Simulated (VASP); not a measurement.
Wanted: the native input for a VASP 6.6.1 run.

```
Task                   : single point
Functional             : revPBE
Potentials or basis    : VASP PAW PBE potentials, release 64 (V_sv)
Cutoff                 : 520 eV
k mesh                 : 15 × 15 × 4
Occupations            : fermi-dirac, width 0.1 eV
Spin                   : no spin polarisation
Dipole correction      : no
Further INCAR settings : ALGO = Normal; EDIFF = 1e-06; NBANDS = 34
```

The structure of V lies in POSCAR:

```
V
1.0
    2.7189242825      0.0000000000      0.0000000000
   -1.3594621412      2.3546574996      0.0000000000
    0.0000000000      0.0000000000      9.5256671388
V
4
Direct
    1.0000000000      1.0000000000      0.0000000000
    1.0000000000      1.0000000000      0.5000000000
    0.3333333333      0.6666666667      0.2500000000
    0.6666666667      0.3333333333      0.7500000000
```

This isn't the form of V at room conditions, which is bcc.

One way to write it, as run:

INCAR

```
  PREC = Accurate
  ENCUT = 520
  EDIFF = 1E-6
  ISMEAR = -1
  SIGMA = 0.1
  LREAL = False
  LASPH = True
  NELM = 100
  ALGO = Normal
  ISIF = 2
  LWAVE = False
  LCHARG = False
  GGA = RE
  NBANDS = 34
```

KPOINTS

```
regular mesh
0
Gamma
  15 15 4
```

Potentials or basis: VASP PAW PBE potentials, release 64 (V_sv).

The run is started by

```console
$ cat potpaw_PBE.64/V_sv/POTCAR > POTCAR
$ mpirun -np 1 vasp_std > vasp.out
```

Results of the run:

| Property | Result |
| --- | --- |
| Pressure | -10.8 GPa |
| Band gap on the k mesh | zero (bands 26 and 27 overlap by 0.83 eV) |

Caveat: the cell stands under tension; the PAW data sets were made with another functional, which shifts forces and pressure a little.

It took 89 s on 1 thread of AMD EPYC 9R45 (Zen 5), on a shared host, peak memory 0.22 GiB.
